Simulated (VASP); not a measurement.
Write the native input for VASP 6.6.1 that does the following.

| Quantity | Value |
| --- | --- |
| Task | single point |
| Functional | revPBE |
| Potentials or basis | VASP PAW PBE potentials, release 64 (K_sv, S) |
| Cutoff | 500 eV |
| k mesh | 6 × 6 × 6 |
| Occupations | gaussian, width 0.05 eV |
| Spin | no spin polarisation |
| Dipole correction | no |
| Further INCAR settings | ALGO = Normal; EDIFF = 1e-06; NBANDS = 19 |

The structure of K2S lies in POSCAR:

```
K2S
1.0
    0.0000000000      3.8241842821      3.8241842821
    3.8241842821      0.0000000000      3.8241842821
    3.8241842821      3.8241842821      0.0000000000
K S
2 1
Direct
    0.2500000000      0.2500000000      0.2500000000
    0.7500000000      0.7500000000      0.7500000000
    0.0000000000      0.0000000000      0.0000000000
```

This cell differs from its parent crystal: volume scaled by 1.02.

One way to write it, as run:

INCAR

```
ALGO = Normal ; EDIFF = 1E-6
ENCUT = 500 ; GGA = RE
GGA_COMPAT = F ; ISIF = 2
ISMEAR = 0 ; LASPH = T
LCHARG = F ; LREAL = F
LWAVE = F ; NBANDS = 19
NELM = 120 ; PREC = Accurate
SIGMA = 0.05
```

KPOINTS

```
k-points
0
Gamma
  6 6 6
```

Potentials or basis: VASP PAW PBE potentials, release 64 (K_sv, S).

Launch:

```bash
$ cat potpaw_PBE.64/K_sv/POTCAR potpaw_PBE.64/S/POTCAR > POTCAR
$ mpirun -np 1 vasp_std > vasp.out
```

It gave:

- Pressure: -0.3 GPa
- Band gap on the k mesh: 2.36 eV, indirect (least direct gap 2.48 eV)

Caveat: the PAW data sets were made with another functional, which shifts forces and pressure a little.

Run time: 18 s on 1 thread of Intel(R) Xeon(R) 6975P-C (Granite Rapids), on a shared host, peak memory 0.24 GiB.
